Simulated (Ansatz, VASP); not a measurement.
# HRh6: VASP beside Ansatz

Contents of INCAR:

```
SYSTEM = HRh6
PREC = Accurate ; ENCUT = 520
EDIFF = 1E-6 ; ISMEAR = 0
SIGMA = 0.1 ; LREAL = .FALSE.
LASPH = .TRUE. ; NELM = 100
ALGO = Fast ; ISIF = 2
LWAVE = .FALSE. ; LCHARG = .TRUE.
LDIPOL = .TRUE. ; IDIPOL = 3
DIPOL = 0.5 0.5 0.313 ; GGA = PE
LELF = .TRUE. ; LVHAR = .TRUE.
LVACPOTAV = .TRUE. ; NBANDS = 104
```

File KPOINTS:

```
Automatic mesh
0
G
  6 6 1
  0 0 0
```

POSCAR

```
HRh6
1.0
    5.4165863251      0.0000000000      0.0000000000
   -2.7082931626      4.6909013593      0.0000000000
    0.0000000000      0.0000000000     22.2966119230
Rh H
12 2
Direct
    0.3333333333      0.1666666667      0.1793994538
    0.3333333333      0.6666666667      0.1793994538
    0.8333333333      0.1666666667      0.1793994538
    0.8333333333      0.6666666667      0.1793994538
    0.1666666667      0.3333333333      0.2757769167
    0.1666666667      0.8333333333      0.2757769167
    0.6666666667      0.3333333333      0.2757769167
    0.6666666667      0.8333333333      0.2757769167
    0.0000000000      0.0000000000      0.3721019118
    0.0000000000      0.5000000000      0.3721019118
    0.5000000000      0.0000000000      0.3721019118
    0.5000000000      0.5000000000      0.3721019118
    0.2153584700      0.4307169401      0.5335614202
    0.2846415300      0.5692830599      0.5335614202
```

Input for Ansatz:

```yaml
crystal:
  lattice:
    - [5.4165863251, 0.0, 0.0]
    - [-2.7082931626, 4.6909013593, 0.0]
    - [0.0, 0.0, 22.296611923]
  atoms:
    - { symbol: Rh, position: [0.3333333333, 0.1666666667, 0.1793994538] }
    - { symbol: Rh, position: [0.3333333333, 0.6666666667, 0.1793994538] }
    - { symbol: Rh, position: [0.8333333333, 0.1666666667, 0.1793994538] }
    - { symbol: Rh, position: [0.8333333333, 0.6666666667, 0.1793994538] }
    - { symbol: Rh, position: [0.1666666667, 0.3333333333, 0.2757769167] }
    - { symbol: Rh, position: [0.1666666667, 0.8333333333, 0.2757769167] }
    - { symbol: Rh, position: [0.6666666667, 0.3333333333, 0.2757769167] }
    - { symbol: Rh, position: [0.6666666667, 0.8333333333, 0.2757769167] }
    - { symbol: Rh, position: [0.0, 0.0, 0.3721019118] }
    - { symbol: Rh, position: [0.0, 0.5, 0.3721019118] }
    - { symbol: Rh, position: [0.5, 0.0, 0.3721019118] }
    - { symbol: Rh, position: [0.5, 0.5, 0.3721019118] }
    - { symbol: H, position: [0.21535847, 0.4307169401, 0.5335614202] }
    - { symbol: H, position: [0.28464153, 0.5692830599, 0.5335614202] }
basis:
  ecutwfc: 420
kpoints:
  mp_grid: { grid: [6, 6, 1] }
hamiltonian:
  xc: pbe
  pseudopotentials: { kind: paw, azcp: { folder: soft_1 } }
scf:
  occupations: { method: gaussian, width: 0.1 }
output:
  forces: true
  eigenvalues: true
efield:
  axis: 3
  dipole_correction: true
  ramp_width: 0.04
```

Alike in both runs: task single point; functional PBE; k mesh 6 × 6 × 1; occupations gaussian, width 0.1 eV; no spin polarisation.

```csv
,VASP,Ansatz
version,VASP 6.6.1,Ansatz 0.2.0
potentials or method,"VASP PAW PBE potentials, release 64 (Rh_pv, H), cutoff 520 eV","scalar-relativistic, plane waves, PAW"
valence electrons in the cell,182,206
```

Ansatz gave:

```
gap on the k mesh at the Fermi level (eV)  : none
rms of the force components (eV/Å)         : 1.059
work function, face that differs most (eV) : 5.03
```

Task: Which values does VASP return?

Result: gap on the k mesh at the Fermi level (eV): none; rms of the force components (eV/Å): 1.067; work function, face that differs most (eV): 5.03.

Atom by atom the forces differ by 0.007 eV/Å (rms over components). A gap of «none» marks a metal or a gap that the smearing closes. VASP's potentials hold 182 valence electrons a cell and Ansatz's 206, so a difference there can come from the potentials and not from the codes.
